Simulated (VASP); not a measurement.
# Sn (I4_1/amd) in VASP: single point with r2SCAN

Aim: the single point of Sn with r2SCAN.

All numbers are computed with VASP 6.6.1; they aren't measurements. Logs are shortened: lines on timing, memory, paths and dates and some standing lists are left out, and cuts for length are marked.

## 1. The cell of the first run

Symmetry: I4_1/amd, No. 141, tetragonal system. The conventional cell has a = 6.174 Å, b = 6.174 Å, c = 3.039 Å, α = 90.00°, β = 90.00°, γ = 90.00°. Sn (site symmetry -4m2) has 10 Sn at 3.04 to 3.84 Å within 4.0 Å.

## 2. Single point, r2SCAN (strain +0.050 along x and y, -0.050 along z)

Input file POSCAR:

```
Sn
1.0
   -3.0871474781      3.0871474781      1.5193368895
    3.0871474781     -3.0871474781      1.5193368895
    3.0871474781      3.0871474781     -1.5193368895
Sn
2
Direct
    0.7500000000      0.2500000000      0.5000000000
    0.0000000000      0.0000000000      0.0000000000
```

Input file INCAR.step1:

```
PREC = Accurate
ENCUT = 520
ISMEAR = 0
SIGMA = 0.15
LREAL = False
LASPH = True
NELM = 60
NBANDS = 21
GGA = PE
ALGO = Normal
EDIFF = 1E-4
LWAVE = True
LCHARG = False
```

Input file INCAR.step2:

```
PREC = Accurate
ENCUT = 520
EDIFF = 1E-7
ISMEAR = 0
SIGMA = 0.15
LREAL = False
LASPH = True
NELM = 60
ALGO = Normal
ISIF = 2
LWAVE = False
LCHARG = False
METAGGA = R2SCAN
LMIXTAU = True
NBANDS = 21
ISTART = 1
```

Input file KPOINTS:

```
regular mesh
0
Gamma
  16 16 16
```

Potentials or basis: VASP PAW PBE potentials, release 64 (Sn_d).

Started as:

```console
$ cat potpaw_PBE.64/Sn_d/POTCAR > POTCAR
$ cp INCAR.step1 INCAR
$ mpirun -np 1 vasp_std > vasp.out
$ cp INCAR.step2 INCAR
$ mpirun -np 1 vasp_std > vasp.out
```

OUTCAR:

```text
PREC = Accurate
   ENCUT = 520
   EDIFF = 1E-7
   ISMEAR = 0
   LREAL = False
   LASPH = True
   NELM = 60
   ISIF = 2
   METAGGA = R2SCAN
   ISTART = 1

 ion  position               nearest neighbor table
   1  0.750  0.250  0.500-   2 3.18   2 3.18   2 3.18   2 3.18
   2  0.000  0.000  0.000-   1 3.18   1 3.18   1 3.18   1 3.18

  LATTYP: Found a body centered tetragonal cell.
 ALAT       =     6.1742949562
 C/A-ratio  =     0.4921491119

  Lattice vectors:

 A1 = (  -3.0871474781,   3.0871474781,   1.5193368895)
 A2 = (   3.0871474781,  -3.0871474781,   1.5193368895)
 A3 = (   3.0871474781,   3.0871474781,  -1.5193368895)

Analysis of symmetry for initial positions (statically):
=====================================================================
 Subroutine PRICEL returns:
 Original cell was already a primitive cell.

 Routine SETGRP: Setting up the symmetry group for a
 body centered tetragonal supercell.

 Subroutine GETGRP returns: Found 16 space group operations
 (whereof  8 operations were pure point group operations)
 out of a pool of 16 trial point group operations.

The static configuration has the point symmetry D_2d.
 The point group associated with its full space group is D_4h.

Analysis of symmetry for dynamics (positions and initial velocities):
=====================================================================
 Subroutine PRICEL returns:
 Original cell was already a primitive cell.

 Routine SETGRP: Setting up the symmetry group for a
 body centered tetragonal supercell.

 Subroutine GETGRP returns: Found 16 space group operations
 (whereof  8 operations were pure point group operations)
 out of a pool of 16 trial point group operations.

The dynamic configuration has the point symmetry D_2d.
 The point group associated with its full space group is D_4h.

 Subroutine INISYM returns: Found 16 space group operations
 (whereof  8 operations are pure point group operations),
 and found     1 'primitive' translations

----------------------------------------------------------------------------------------

                                     Primitive cell

  volume of cell :      57.9200

  direct lattice vectors                    reciprocal lattice vectors
    -3.087147478  3.087147478  1.519336889     0.000000000  0.161961812  0.329090937
     3.087147478 -3.087147478  1.519336889     0.161961812  0.000000000  0.329090937
     3.087147478  3.087147478 -1.519336889     0.161961812  0.161961812  0.000000000

  length of vectors
     4.622698745  4.622698745  4.622698745     0.366786686  0.366786686  0.229048591

  position of ions in fractional coordinates (direct lattice)
     0.750000000  0.250000000  0.500000000
     0.000000000  0.000000000  0.000000000

  ion indices of the primitive-cell ions
   primitive index   ion index
                 1           1
                 2           2

----------------------------------------------------------------------------------------

 KPOINTS: regular mesh

Automatic generation of k-mesh.
 Grid dimensions read from file:
 generate k-points for:   16   16   16

 Generating k-lattice:

  Cartesian coordinates                     Fractional coordinates (reciprocal lattice)
     0.000000000  0.010122613  0.020568184     0.062500000 -0.000000000  0.000000000
     0.010122613  0.000000000  0.020568184    -0.000000000  0.062500000  0.000000000
     0.010122613  0.010122613  0.000000000     0.000000000  0.000000000  0.062500000

  Length of vectors
     0.022924168  0.022924168  0.014315537

  Shift w.r.t. Gamma in fractional coordinates (k-lattice)
     0.000000000  0.000000000  0.000000000

 Subroutine IBZKPT returns following result:
 ===========================================

 Found    349 irreducible k-points:

 Following reciprocal coordinates:
            Coordinates               Weight
  0.000000  0.000000  0.000000      1.000000
  0.062500  0.000000 -0.000000      8.000000
  0.125000  0.000000 -0.000000      8.000000
  0.187500  0.000000 -0.000000      8.000000
  0.250000  0.000000 -0.000000      8.000000
  0.312500  0.000000 -0.000000      8.000000
[... 16 lines left out ...]
 -0.125000  0.062500  0.000000     16.000000
 -0.062500  0.062500  0.000000      4.000000
 [... further k-points ...]
   k-points           NKPTS =    349   k-points in BZ     NKDIM =    349   number of bands    NBANDS=     21
   number of dos      NEDOS =    301   number of ions     NIONS =      2
   total plane-waves  NPLWV =  46656
   dimension x,y,z NGX =    36 NGY =   36 NGZ =   36
   dimension x,y,z NGXF=    72 NGYF=   72 NGZF=   72
   ions per type =               2
   NGX,Y,Z   is equivalent  to a cutoff of  12.95, 12.95, 12.95 a.u.
   NGXF,Y,Z  is equivalent  to a cutoff of  25.89, 25.89, 25.89 a.u.
 SYSTEM =  unknown system
   PREC   = accura    normal or accurate (medium, high low for compatibility)
   ISTART =      1    job   : 0-new  1-cont  2-samecut
   ICHARG =      0    charge: 1-file 2-atom 10-const
   ISPIN  =      1    spin polarized calculation?
   LNONCOLLINEAR =      F non collinear calculations
   LSORBIT =      F    spin-orbit coupling
   LASPH  =      T    aspherical Exc in radial PAW
   ENCUT  =  520.0 eV  38.22 Ry    6.18 a.u.   8.60  8.60  8.60*2*pi/ulx,y,z
   NELM   =     60;   NELMIN=  2; NELMDL=  0     # of ELM steps
   EDIFF  = 0.1E-06   stopping-criterion for ELM
   LREAL  =      F    real-space projection
   EDIFFG = 0.1E-05   stopping-criterion for IOM
   NSW    =      0    number of steps for IOM
   IBRION =     -1    ionic relax: 0-MD 1-quasi-New 2-CG
   NFREE  =      0    steps in history (QN), initial steepest desc. (CG)
   ISIF   =      2    stress and relaxation
   ISYM   =      2    0-nonsym 1-usesym 2-fastsym
   POTIM  = 0.5000    time-step for ionic-motion
   TEBEG  =    0.0;   TEEND  =   0.0 temperature during run
   PSTRESS=    0.0 pullay stress
   NELECT =      28.0000    total number of electrons
   NUPDOWN=      -1.0000    fix difference up-down
   EMIN   =  10.00;   EMAX   =-10.00  energy-range for DOS
   EFERMI =   0.00;   METHOD = LEGACY
   ISMEAR =     0;   SIGMA  =   0.15  broadening in eV -4-tet -1-fermi 0-gaus
   EFERMI_NEDOS =   21; number of points for ismear=-14 and -15
   IALGO  =     38    algorithm
   IMIX   =      4    mixing-type and parameters
     AMIX     =   0.40;   BMIX     =  1.00
     AMIX_MAG =   1.60;   BMIX_MAG =  1.00
  volume/ion in A,a.u.               =      28.96       195.43
  Fermi-wavevector in a.u.,A,eV,Ry     =   1.284846  2.428008 22.460912  1.650830
  Thomas-Fermi vector in A             =   2.417016
   LORBIT       =      0    0 simple, 1 ext, 2 COOP (PROOUT), +10 PAW based schemes
   METAGGA = R2SCAN    functional components
   LHFCALC =     F    Hartree Fock is set to
   AEXX    =    0.0000 exact exchange contribution
   IVDW    =     0    specifies the selected vdW correction
   LEPSILON=     F    determine dielectric tensor
   LRPA    =     F    only Hartree local field effects (RPA)
 non-spin polarized calculation
 Gauss-broadening in eV      SIGMA  =   0.15
  energy-cutoff  :      520.00
  volume of cell :       57.92
 maximum number of plane-waves:      1585
   NGX = 17   NGY = 17   NGZ = 17

 number of electron      27.9999998 magnetization

 Free energy of the ion-electron system (eV)
  ---------------------------------------------------
  ext. energy  EPLUGINS =         0.00000000
  ---------------------------------------------------
  free energy    TOTEN  =       -49.16104073 eV

  energy without entropy =      -49.14883529  energy(sigma->0) =      -49.15493801

 E-fermi :   7.0965     XC(G=0): -10.7811

 val. band max:        7.0960870731   @ k =   0.3750   0.1875  -0.0000
 cond. band min:       7.1085644203   @ k =  -0.4375   0.4375   0.0625
 fundamental gap:      0.0124773472
 Fermi energy:         7.0964754176

 k-point     1 :       0.0000    0.0000    0.0000
  band No.  band energies     occupation
      1     -15.1699      2.00000
      2     -15.1284      2.00000
      3     -15.1157      2.00000
      4     -15.0117      2.00000
      5     -14.8520      2.00000
      6     -14.8520      2.00000
[... 13 lines left out ...]
     20      16.4543      0.00000
     21      16.9153      0.00000

 k-point     2 :       0.0625    0.0000   -0.0000
  band No.  band energies     occupation
      1     -15.1559      2.00000
      2     -15.1222      2.00000
      3     -15.1039      2.00000
      4     -15.0093      2.00000
      5     -14.8616      2.00000
      6     -14.8613      2.00000
[... 13 lines left out ...]
     20      16.2937      0.00000
     21      17.2455      0.00000

 k-point     3 :       0.1250    0.0000   -0.0000
  band No.  band energies     occupation
      1     -15.1166      2.00000
      2     -15.1105      2.00000
      3     -15.0642      2.00000
      4     -15.0023      2.00000
      5     -14.8820      2.00000
      6     -14.8795      2.00000
[... 13 lines left out ...]
     20      16.4812      0.00000
     21      17.1921      0.00000

 k-point     4 :       0.1875    0.0000   -0.0000
  band No.  band energies     occupation
      1     -15.0967      2.00000
      2     -15.0579      2.00000
      3     -15.0049      2.00000
      4     -14.9918      2.00000
      5     -14.9093      2.00000
      6     -14.8998      2.00000
[... 13 lines left out ...]
     20      15.9558      0.00000
     21      16.0134      0.00000

 k-point     5 :       0.2500    0.0000   -0.0000
  band No.  band energies     occupation
      1     -15.0811      2.00000
      2     -14.9975      2.00000
      3     -14.9802      2.00000
      4     -14.9535      2.00000
      5     -14.9385      2.00000
      6     -14.9102      2.00000
[... 13 lines left out ...]
     20      15.1093      0.00000
     21      15.4350      0.00000
[... 382 lines left out ...]
     20      15.9837      0.00000
     21      16.4746      0.00000

 k-point    22 :      -0.1875    0.0625    0.0000
  band No.  band energies     occupation
      1     -15.1166      2.00000
      2     -15.1035      2.00000
      3     -15.0661      2.00000
      4     -14.9969      2.00000
      5     -14.8814      2.00000
      6     -14.8766      2.00000
[... 13 lines left out ...]
     20      16.7926      0.00000
     21      17.4050      0.00000

 k-point    23 :      -0.1250    0.0625    0.0000
  band No.  band energies     occupation
      1     -15.1557      2.00000
      2     -15.1206      2.00000
      3     -15.1015      2.00000
      4     -15.0055      2.00000
      5     -14.8622      2.00000
      6     -14.8601      2.00000
[... 13 lines left out ...]
     20      16.6577      0.00000
     21      17.7236      0.00000

 k-point    24 :      -0.0625    0.0625    0.0000
  band No.  band energies     occupation
      1     -15.1698      2.00000
      2     -15.1292      2.00000
      3     -15.1128      2.00000
      4     -15.0098      2.00000
      5     -14.8532      2.00000
      6     -14.8516      2.00000
[... 13 lines left out ...]
     20      16.5848      0.00000
     21      17.1408      0.00000

 [... further k-points ...]
[... 5 lines left out ...]
  --------------------------------------------------------------------------------------
  -------------------------------------------------------------------------------------
  Total       -1.3640527     -1.3640527      0.8506561      0.0000000      0.0000000      0.0000000
  in kB      -37.7322683    -37.7322683     23.5307497      0.0000000      0.0000000      0.0000000
  external PRESSURE =     -17.3112623 kB  Pullay stress =       0.0000000 kB

 VOLUME and BASIS-vectors are now :
 -----------------------------------------------------------------------------
  energy-cutoff  :      520.00
  volume of cell :       57.92
      direct lattice vectors                 reciprocal lattice vectors
    -3.087147478  3.087147478  1.519336889     0.000000000  0.161961812  0.329090937
     3.087147478 -3.087147478  1.519336889     0.161961812  0.000000000  0.329090937
     3.087147478  3.087147478 -1.519336889     0.161961812  0.161961812  0.000000000

 POSITION                                       TOTAL-FORCE (eV/Angst)
 -----------------------------------------------------------------------------------
      0.00000      3.08715      0.75967        -0.000000      0.000000     -0.000000
      0.00000      0.00000      0.00000         0.000000     -0.000000      0.000000
 -----------------------------------------------------------------------------------
    total drift:                               -0.000000      0.000000     -0.000000

  FREE ENERGIE OF THE ION-ELECTRON SYSTEM (eV)
  ---------------------------------------------------
  free  energy   TOTEN  =       -49.1610407275 eV

  energy  without entropy=      -49.1488352911  energy(sigma->0) =      -49.15493801
```

Run time: 17 min. Hardware: 1 thread of Intel Xeon 6975P-C (Granite Rapids), shared host; peak memory 0.47 GiB.

What came out:

```yaml
Free_energy: -49.1610 eV
Pressure: -1.7 GPa
Band_gap_on_the_k_mesh: zero (bands 14 and 15 overlap by 3.37 eV)
```

Stress tensor (GPa, compression positive):
```
-3.77  0.00  0.00
 0.00 -3.77  0.00
 0.00  0.00  2.35
```

Levels at points of the mesh, in eV from the Fermi level:
```tsv
k point	band 11	band 12	band 13	band 14	band 15	band 16	band 17	band 18
(0.00, 0.00, 0.00)	-11.19	-4.86	-2.32	-2.32	3.17	5.32	5.32	8.23
(0.50, 0.00, 0.00)	-6.32	-5.02	-2.46	-2.06	-0.62	2.80	2.87	4.48
(0.50, 0.50, 0.00)	-9.16	-9.16	0.09	0.09	0.91	0.91	7.94	7.94
(0.50, 0.50, 0.50)	-8.15	-8.15	-4.70	-4.70	7.16	7.16	7.91	7.91
```

Caveat: the cell differs from its parent crystal (strain +0.050 along x and y, -0.050 along z); the stress differs along the axes, from -4 to 2 GPa; the PAW data sets were made with another functional, which shifts forces and pressure a little; spin-orbit coupling is left out, which moves the levels of the heavy elements.
